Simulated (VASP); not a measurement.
# Mg (P6_3/mmc) in VASP: notebook, part 2 of 2

VASP 6.6.1. Earlier steps stand in the parts before.

### 3 Single point, r2SCAN

This run uses another cell than the first one, of 22.05 Å³/atom.

Input file POSCAR:

```
Mg
1.0
    3.1580938784      0.0000000000      0.0000000000
   -1.5790469392      2.7349895262      0.0000000000
    0.0000000000      0.0000000000      5.1058029404
Mg
2
Direct
    0.3333333333      0.6666666667      0.2500000000
    0.6666666667      0.3333333333      0.7500000000
```

Input file INCAR.step1:

```
PREC = Accurate
ENCUT = 520
ISMEAR = -1
SIGMA = 0.1
LREAL = F
LASPH = T
NELM = 100
NBANDS = 9
GGA = PE
ALGO = Normal
EDIFF = 1E-4
LWAVE = T
LCHARG = F
```

Input file INCAR.step2:

```
PREC = Accurate
ENCUT = 520
EDIFF = 1E-6
ISMEAR = -1
SIGMA = 0.1
LREAL = F
LASPH = T
NELM = 100
ALGO = Normal
ISIF = 2
LWAVE = F
LCHARG = T
METAGGA = R2SCAN
LMIXTAU = T
LELF = T
LVHAR = T
NBANDS = 9
ISTART = 1
```

Input file KPOINTS:

```
regular mesh
0
Gamma
  18 18 10
```

Potentials or basis: VASP PAW PBE potentials, release 64 (Mg).

The run is started by

```console
cat potpaw_PBE.64/Mg/POTCAR > POTCAR
cp INCAR.step1 INCAR
mpirun -np 1 vasp_std > vasp.out
cp INCAR.step2 INCAR
mpirun -np 1 vasp_std > vasp.out
```

OUTCAR:

```text
PREC = Accurate
   ENCUT = 520
   EDIFF = 1E-6
   ISMEAR = -1
   LREAL = F
   LASPH = T
   NELM = 100
   ISIF = 2
   METAGGA = R2SCAN
   ISTART = 1

 ion  position               nearest neighbor table
   1  0.333  0.667  0.250-   2 3.14   2 3.14   2 3.14   2 3.14   2 3.14   2 3.14
   2  0.667  0.333  0.750-   1 3.14   1 3.14   1 3.14   1 3.14   1 3.14   1 3.14

  LATTYP: Found a hexagonal cell.
 ALAT       =     3.1580938784
 C/A-ratio  =     1.6167356440

  Lattice vectors:

[... 476 lines left out ...]

------------------------ aborting loop because EDIFF is reached ----------------------------------------

  FORCE on cell =-STRESS in cart. coord.  units (eV):
  Direction    XX          YY          ZZ          XY          YZ          ZX
  --------------------------------------------------------------------------------------
  -------------------------------------------------------------------------------------
  Total        0.2000561      0.2000561      0.1966112      0.0000000      0.0000000      0.0000000
  in kB        7.2680441      7.2680441      7.1428907      0.0000000      0.0000000      0.0000000
  external PRESSURE =       7.2263263 kB  Pullay stress =       0.0000000 kB

 VOLUME and BASIS-vectors are now :
 -----------------------------------------------------------------------------
  energy-cutoff  :      520.00
  volume of cell :       44.10
      direct lattice vectors                 reciprocal lattice vectors
     3.158093878  0.000000000  0.000000000     0.316646698  0.182816057  0.000000000
    -1.579046939  2.734989526  0.000000000     0.000000000  0.365632113  0.000000000
     0.000000000  0.000000000  5.105802940     0.000000000  0.000000000  0.195855581

 POSITION                                       TOTAL-FORCE (eV/Angst)
 -----------------------------------------------------------------------------------
     -0.00000      1.82333      1.27645         0.000000     -0.000000      0.000000
      1.57905      0.91166      3.82935        -0.000000      0.000000      0.000000
 -----------------------------------------------------------------------------------
    total drift:                                0.000000     -0.000000      0.000000

  FREE ENERGIE OF THE ION-ELECTRON SYSTEM (eV)
  ---------------------------------------------------
  free  energy   TOTEN  =        -8.3071516846 eV

  energy  without entropy=       -8.2837962646  energy(sigma->0) =       -8.29547397
```

Wall time 2 min (1 thread of Intel Xeon Platinum 8488C (Sapphire Rapids), shared host); peak memory 0.22 GiB.

What came out:

* Free energy: -8.3072 eV
* Pressure: 0.7 GPa
* Band gap on the k mesh: zero (bands 2 and 3 overlap by 2.14 eV)

Caveat: the PAW data sets were made with another functional, which shifts forces and pressure a little.

### 4 Single point, r2SCAN

This run uses another cell than the first one, of 22.59 Å³/atom.

Input file POSCAR:

```
Mg
1.0
    3.1828151630      0.0000000000      0.0000000000
   -1.5914075815      2.7563987867      0.0000000000
    0.0000000000      0.0000000000      5.1487352290
Mg
2
Direct
    0.3333333333      0.6666666667      0.2500000000
    0.6666666667      0.3333333333      0.7500000000
```

Input file INCAR.step1:

```
SYSTEM = Mg
PREC     = Accurate       ! precision mode
ENCUT    = 520            ! plane-wave cutoff, eV
ISMEAR   = -1             ! smearing method
SIGMA    = 0.1            ! smearing width, eV
LREAL    = .FALSE.        ! projectors in reciprocal space
LASPH    = .TRUE.         ! aspherical terms in the spheres
NELM     = 100            ! most SCF steps
NBANDS   = 9              ! bands
GGA      = PE             ! functional
ALGO     = Normal         ! electronic algorithm
EDIFF    = 1E-4           ! SCF threshold, eV
LWAVE    = .TRUE.         ! write WAVECAR
LCHARG   = .FALSE.        ! write CHGCAR
```

Input file INCAR.step2:

```
SYSTEM = Mg
PREC     = Accurate       ! precision mode
ENCUT    = 520            ! plane-wave cutoff, eV
EDIFF    = 1E-7           ! SCF threshold, eV
ISMEAR   = -1             ! smearing method
SIGMA    = 0.1            ! smearing width, eV
LREAL    = .FALSE.        ! projectors in reciprocal space
LASPH    = .TRUE.         ! aspherical terms in the spheres
NELM     = 100            ! most SCF steps
ALGO     = Normal         ! electronic algorithm
ISIF     = 2              ! what is computed and relaxed
LWAVE    = .FALSE.        ! write WAVECAR
LCHARG   = .FALSE.        ! write CHGCAR
METAGGA  = R2SCAN         ! meta-GGA
LMIXTAU  = .TRUE.       
NBANDS   = 9              ! bands
ISTART   = 1
```

Input file KPOINTS:

```
Automatic mesh
0
G
  18 18 10
  0 0 0
```

The run is started by

```console
cat potpaw_PBE.64/Mg/POTCAR > POTCAR
cp INCAR.step1 INCAR
mpirun -np 1 vasp_std > vasp.out
cp INCAR.step2 INCAR
mpirun -np 1 vasp_std > vasp.out
```

Run time: 2.5 min. Hardware: 1 thread of Intel Xeon Platinum 8488C (Sapphire Rapids), shared host; peak memory 0.22 GiB.

It converged, with:

| Item | Value |
| --- | --- |
| Free energy | -8.3086 eV |
| Pressure | -0.3 GPa |
| Band gap on the k mesh | zero (bands 2 and 3 overlap by 2.14 eV) |

Levels at points of the mesh, in eV from the Fermi level:
| k point | band 1 | band 2 | band 3 | band 4 | band 5 |
| --- | --- | --- | --- | --- | --- |
| (0.00, 0.00, 0.00) | -7.46 | -1.91 | -1.16 | 11.76 | 11.76 |
| (0.50, 0.00, 0.00) | -2.41 | -2.23 | 2.85 | 3.13 | 3.65 |
| (0.00, 0.00, 0.50) | -5.96 | -5.96 | 5.50 | 5.50 | 12.52 |
| (0.50, 0.00, 0.50) | -1.27 | -1.27 | -0.39 | -0.39 | 8.59 |

Caveat: the PAW data sets were made with another functional, which shifts forces and pressure a little.

### 5 The runs side by side

| cell | gap on the mesh (eV) | pressure (GPa) |
| --- | --- | --- |
| a = 3.135, b = 3.135, c = 5.068 Å, angles 90.0, 90.0, 120.0°, 2 atoms | none | 1.7 |
| a = 3.158, b = 3.158, c = 5.106 Å, angles 90.0, 90.0, 120.0°, 2 atoms | none | 0.7 |
| a = 3.183, b = 3.183, c = 5.149 Å, angles 90.0, 90.0, 120.0°, 2 atoms | none | -0.3 |

Alike in all rows: task single point; level r2SCAN; potentials or basis VASP PAW PBE potentials, release 64 (Mg); no spin polarisation; k mesh 18 × 18 × 10; cutoff (eV) 520; smearing fermi-dirac 0.1 eV.

Caveats: the PAW data sets were made with another functional, which shifts forces and pressure a little.

Total energies depend on the potentials used, so only differences within one code and one set of settings carry meaning.
